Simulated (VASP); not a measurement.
# BeTl (P6_3/mmc) in VASP: single point with PBE

Aim: the single point of BeTl with PBE.

All numbers are computed with VASP 6.6.1; they aren't measurements. Logs are shortened: lines on timing, memory, paths and dates and some standing lists are left out, and cuts for length are marked.

### Step 1. The cell of the first run

It takes space group P6_3/mmc (No. 194, hexagonal). Conventional cell: a = 3.511 Å, b = 3.511 Å, c = 9.339 Å, α = 90.00°, β = 90.00°, γ = 120.00°. Within 2.7 Å of Be (site symmetry -6m2) lie 3 Tl at 2.03 Å. Within 2.7 Å of Tl (site symmetry -6m2) lie 3 Be at 2.03 Å.

### Step 2. Single point, PBE

Contents of INCAR:

```
SYSTEM = BeTl
ALGO = Normal
EDIFF = 1E-7
ENCUT = 520
GGA = PE
ISIF = 2
ISMEAR = 1
LASPH = .TRUE.
LCHARG = .TRUE.
LELF = .TRUE.
LREAL = .FALSE.
LVHAR = .TRUE.
LWAVE = .FALSE.
NBANDS = 23
NELM = 100
PREC = Accurate
SIGMA = 0.0494
```

Contents of KPOINTS:

```
k-points
0
G
  8 8 3
  0 0 0
```

Contents of POSCAR:

```
BeTl
1.0
    1.7552510000      3.0401970000      0.0000000000
   -3.5105150000      0.0000000000      0.0000000000
    0.0000000000      0.0000000000      9.3387930000
Be Tl
2 2
Direct
    0.6666700000      0.3333400000      0.2500000000
    0.3333300000      0.6666700000      0.7500000000
    0.6666700000      0.3333400000      0.7500000000
    0.3333300000      0.6666700000      0.2500000000
```

Potentials or basis: VASP PAW PBE potentials, release 64 (Be, Tl_d).

Started as:

```
cat potpaw_PBE.64/Be/POTCAR potpaw_PBE.64/Tl_d/POTCAR > POTCAR
mpirun -np 1 vasp_std > vasp.out
```

OUTCAR:

```text
SYSTEM = BeTl
   EDIFF = 1E-7
   ENCUT = 520
   GGA = PE
   ISIF = 2
   ISMEAR = 1
   LASPH = .TRUE.
   LREAL = .FALSE.
   NELM = 100
   PREC = Accurate

 ion  position               nearest neighbor table
   1  0.667  0.333  0.250-   4 2.03   4 2.03   4 2.03
   2  0.333  0.667  0.750-   3 2.03   3 2.03   3 2.03
   3  0.667  0.333  0.750-   2 2.03   2 2.03   2 2.03
   4  0.333  0.667  0.250-   1 2.03   1 2.03   1 2.03

  LATTYP: Found a hexagonal cell.
 ALAT       =     3.5105133345
 C/A-ratio  =     2.6602357291

  Lattice vectors:

 A1 = (   1.7552510000,   3.0401970000,   0.0000000000)
 A2 = (  -3.5105150000,   0.0000000000,   0.0000000000)
 A3 = (   0.0000000000,   0.0000000000,   9.3387930000)

Analysis of symmetry for initial positions (statically):
=====================================================================
 Subroutine PRICEL returns:
 Original cell was already a primitive cell.

 Routine SETGRP: Setting up the symmetry group for a
 hexagonal supercell.

 Subroutine GETGRP returns: Found  8 space group operations
 (whereof  2 operations were pure point group operations)
 out of a pool of 24 trial point group operations.

The static configuration has the point symmetry C_2 .
 The point group associated with its full space group is D_2h.

Analysis of symmetry for dynamics (positions and initial velocities):
=====================================================================
 Subroutine PRICEL returns:
 Original cell was already a primitive cell.

 Routine SETGRP: Setting up the symmetry group for a
 hexagonal supercell.

 Subroutine GETGRP returns: Found  8 space group operations
 (whereof  2 operations were pure point group operations)
 out of a pool of 24 trial point group operations.

The dynamic configuration has the point symmetry C_2 .
 The point group associated with its full space group is D_2h.

 Subroutine INISYM returns: Found  8 space group operations
 (whereof  2 operations are pure point group operations),
 and found     1 'primitive' translations

----------------------------------------------------------------------------------------

                                     Primitive cell

  volume of cell :      99.6697

  direct lattice vectors                    reciprocal lattice vectors
     1.755251000  3.040197000  0.000000000     0.000000000  0.328926053  0.000000000
    -3.510515000  0.000000000  0.000000000    -0.284858489  0.164462418  0.000000000
     0.000000000  0.000000000  9.338793000     0.000000000  0.000000000  0.107080219

  length of vectors
     3.510513335  3.510515000  9.338793000     0.328926053  0.328925897  0.107080219

  position of ions in fractional coordinates (direct lattice)
     0.666670000  0.333340000  0.250000000
     0.333330000  0.666670000  0.750000000
     0.666670000  0.333340000  0.750000000
     0.333330000  0.666670000  0.250000000

  ion indices of the primitive-cell ions
   primitive index   ion index
                 1           1
                 2           2
                 3           3
                 4           4

----------------------------------------------------------------------------------------

 KPOINTS: k-points

Automatic generation of k-mesh.
 Grid dimensions read from file:
 generate k-points for:    8    8    3

 Generating k-lattice:

  Cartesian coordinates                     Fractional coordinates (reciprocal lattice)
     0.000000000  0.041115757  0.000000000     0.125000000  0.000000000  0.000000000
    -0.035607311  0.020557802  0.000000000     0.000000000  0.125000000  0.000000000
     0.000000000  0.000000000  0.035693406     0.000000000  0.000000000  0.333333333

  Length of vectors
     0.041115757  0.041115737  0.035693406

  Shift w.r.t. Gamma in fractional coordinates (k-lattice)
     0.000000000  0.000000000  0.000000000

 Subroutine IBZKPT returns following result:
 ===========================================

 Found     42 irreducible k-points:

 Following reciprocal coordinates:
            Coordinates               Weight
  0.000000  0.000000  0.000000      1.000000
  0.125000  0.000000  0.000000      2.000000
  0.000000  0.125000  0.000000      4.000000
  0.250000  0.000000  0.000000      2.000000
  0.000000  0.250000  0.000000      4.000000
  0.375000  0.000000  0.000000      2.000000
[... 16 lines left out ...]
  0.125000  0.000000  0.333333      4.000000
  0.000000  0.125000  0.333333      8.000000
 [... further k-points ...]
   k-points           NKPTS =     42   k-points in BZ     NKDIM =     42   number of bands    NBANDS=     23
   number of dos      NEDOS =    301   number of ions     NIONS =      4
   total plane-waves  NPLWV =  54880
   dimension x,y,z NGX =    28 NGY =   28 NGZ =   70
   dimension x,y,z NGXF=    56 NGYF=   56 NGZF=  140
   ions per type =               2   2
   NGX,Y,Z   is equivalent  to a cutoff of  13.26, 13.26, 12.46 a.u.
   NGXF,Y,Z  is equivalent  to a cutoff of  26.52, 26.52, 24.92 a.u.
 SYSTEM =  BeTl
   PREC   = accura    normal or accurate (medium, high low for compatibility)
   ISTART =      0    job   : 0-new  1-cont  2-samecut
   ICHARG =      2    charge: 1-file 2-atom 10-const
   ISPIN  =      1    spin polarized calculation?
   LNONCOLLINEAR =      F non collinear calculations
   LSORBIT =      F    spin-orbit coupling
   LASPH  =      T    aspherical Exc in radial PAW
   ENCUT  =  520.0 eV  38.22 Ry    6.18 a.u.   6.53  6.53 17.36*2*pi/ulx,y,z
   NELM   =    100;   NELMIN=  2; NELMDL= -5     # of ELM steps
   EDIFF  = 0.1E-06   stopping-criterion for ELM
   LREAL  =      F    real-space projection
   EDIFFG = 0.1E-05   stopping-criterion for IOM
   NSW    =      0    number of steps for IOM
   IBRION =     -1    ionic relax: 0-MD 1-quasi-New 2-CG
   NFREE  =      0    steps in history (QN), initial steepest desc. (CG)
   ISIF   =      2    stress and relaxation
   ISYM   =      2    0-nonsym 1-usesym 2-fastsym
   POTIM  = 0.5000    time-step for ionic-motion
   TEBEG  =    0.0;   TEEND  =   0.0 temperature during run
   PSTRESS=    0.0 pullay stress
   NELECT =      30.0000    total number of electrons
   NUPDOWN=      -1.0000    fix difference up-down
   EMIN   =  10.00;   EMAX   =-10.00  energy-range for DOS
   EFERMI =   0.00;   METHOD = LEGACY
   ISMEAR =     1;   SIGMA  =   0.05  broadening in eV -4-tet -1-fermi 0-gaus
   EFERMI_NEDOS =   21; number of points for ismear=-14 and -15
   IALGO  =     38    algorithm
   IMIX   =      4    mixing-type and parameters
     AMIX     =   0.40;   BMIX     =  1.00
     AMIX_MAG =   1.60;   BMIX_MAG =  1.00
  volume/ion in A,a.u.               =      24.92       168.15
  Fermi-wavevector in a.u.,A,eV,Ry     =   1.097137  2.073288 16.377460  1.203709
  Thomas-Fermi vector in A             =   2.233491
   LORBIT       =      0    0 simple, 1 ext, 2 COOP (PROOUT), +10 PAW based schemes
   GGA     = PE    functional components
   LHFCALC =     F    Hartree Fock is set to
   AEXX    =    0.0000 exact exchange contribution
   IVDW    =     0    specifies the selected vdW correction
   LEPSILON=     F    determine dielectric tensor
   LRPA    =     F    only Hartree local field effects (RPA)
 non-spin polarized calculation
 Methfessel and Paxton  Order N= 1 SIGMA  =   0.05
  energy-cutoff  :      520.00
  volume of cell :       99.67
 maximum number of plane-waves:      2747
 NGX is ok and might be reduce to    28
   NGX = 13   NGY = 13   NGZ = 35

 number of electron      30.0000002 magnetization

 Free energy of the ion-electron system (eV)
  ---------------------------------------------------
  ext. energy  EPLUGINS =         0.00000000
  ---------------------------------------------------
  free energy    TOTEN  =        -3.00225517 eV

  energy without entropy =       -3.00111141  energy(sigma->0) =       -3.00187392

 E-fermi :   3.5390     XC(G=0):  -8.3673

 val. band max:        3.5381318798   @ k =   0.0000   0.2500   0.0000
 cond. band min:       3.5407738458   @ k =   0.5000   0.3750   0.0000
 fundamental gap:      0.0026419661
 Fermi energy:         3.5389878818

 k-point     1 :       0.0000    0.0000    0.0000
  band No.  band energies     occupation
      1      -9.5811      2.00000
      2      -9.5811      2.00000
      3      -9.5809      2.00000
      4      -9.5809      2.00000
      5      -9.2772      2.00000
      6      -9.2747      2.00000
[... 15 lines left out ...]
     22      13.1470      0.00000
     23      13.2240      0.00000

 k-point     2 :       0.1250    0.0000    0.0000
  band No.  band energies     occupation
      1      -9.5701      2.00000
      2      -9.5697      2.00000
      3      -9.4935      2.00000
      4      -9.4933      2.00000
      5      -9.1922      2.00000
      6      -9.1897      2.00000
[... 15 lines left out ...]
     22      12.6304      0.00000
     23      12.6366      0.00000

 k-point     3 :       0.0000    0.1250    0.0000
  band No.  band energies     occupation
      1      -9.5701      2.00000
      2      -9.5697      2.00000
      3      -9.4936      2.00000
      4      -9.4934      2.00000
      5      -9.1922      2.00000
      6      -9.1897      2.00000
[... 15 lines left out ...]
     22      12.6304      0.00000
     23      12.6366      0.00000
[... 495 lines left out ...]
 k-point    23 :       0.1250    0.0000    0.3333
  band No.  band energies     occupation
      1      -9.5700      2.00000
      2      -9.5698      2.00000
      3      -9.4935      2.00000
      4      -9.4934      2.00000
      5      -9.1916      2.00000
      6      -9.1903      2.00000
[... 15 lines left out ...]
     22      12.5204      0.00000
     23      12.9248      0.00000

 k-point    24 :       0.0000    0.1250    0.3333
  band No.  band energies     occupation
      1      -9.5700      2.00000
      2      -9.5698      2.00000
      3      -9.4935      2.00000
      4      -9.4934      2.00000
      5      -9.1915      2.00000
      6      -9.1903      2.00000
[... 15 lines left out ...]
     22      12.5204      0.00000
     23      12.9248      0.00000

 [... further k-points ...]

------------------------ aborting loop because EDIFF is reached ----------------------------------------

  FORCE on cell =-STRESS in cart. coord.  units (eV):
  Direction    XX          YY          ZZ          XY          YZ          ZX
  --------------------------------------------------------------------------------------
  -------------------------------------------------------------------------------------
  Total       24.4061374     24.4086954     -0.7705935     -0.0000522      0.0000000      0.0000000
  in kB      392.3253102    392.3664297    -12.3871852     -0.0008389      0.0000000      0.0000000
  external PRESSURE =     257.4348516 kB  Pullay stress =       0.0000000 kB

 VOLUME and BASIS-vectors are now :
 -----------------------------------------------------------------------------
  energy-cutoff  :      520.00
  volume of cell :       99.67
      direct lattice vectors                 reciprocal lattice vectors
     1.755251000  3.040197000  0.000000000     0.000000000  0.328926053  0.000000000
    -3.510515000  0.000000000  0.000000000    -0.284858489  0.164462418  0.000000000
     0.000000000  0.000000000  9.338793000     0.000000000  0.000000000  0.107080219

 POSITION                                       TOTAL-FORCE (eV/Angst)
 -----------------------------------------------------------------------------------
     -0.00002      2.02681      2.33470         0.000000     -0.000429     -0.000000
     -1.75528      1.01339      7.00409        -0.000000      0.000429     -0.000000
     -0.00002      2.02681      7.00409         0.000000     -0.000429      0.000000
     -1.75528      1.01339      2.33470        -0.000000      0.000429     -0.000000
 -----------------------------------------------------------------------------------
    total drift:                                0.000000      0.000000      0.000000

  FREE ENERGIE OF THE ION-ELECTRON SYSTEM (eV)
  ---------------------------------------------------
  free  energy   TOTEN  =        -3.0022551697 eV

  energy  without entropy=       -3.0011114142  energy(sigma->0) =       -3.00187392
```

Wall time 96 s (1 thread of Intel Xeon Platinum 8259CL at 2.50GHz (Skylake/Cascade Lake), shared host); peak memory 0.27 GiB.

What came out:

```
Free energy            : -3.0023 eV
Pressure               : 25.7 GPa
Band gap on the k mesh : zero (bands 15 and 16 overlap by 6.28 eV)
```

Caveat: the cell stands under pressure; spin-orbit coupling is left out, which moves the levels of the heavy elements.
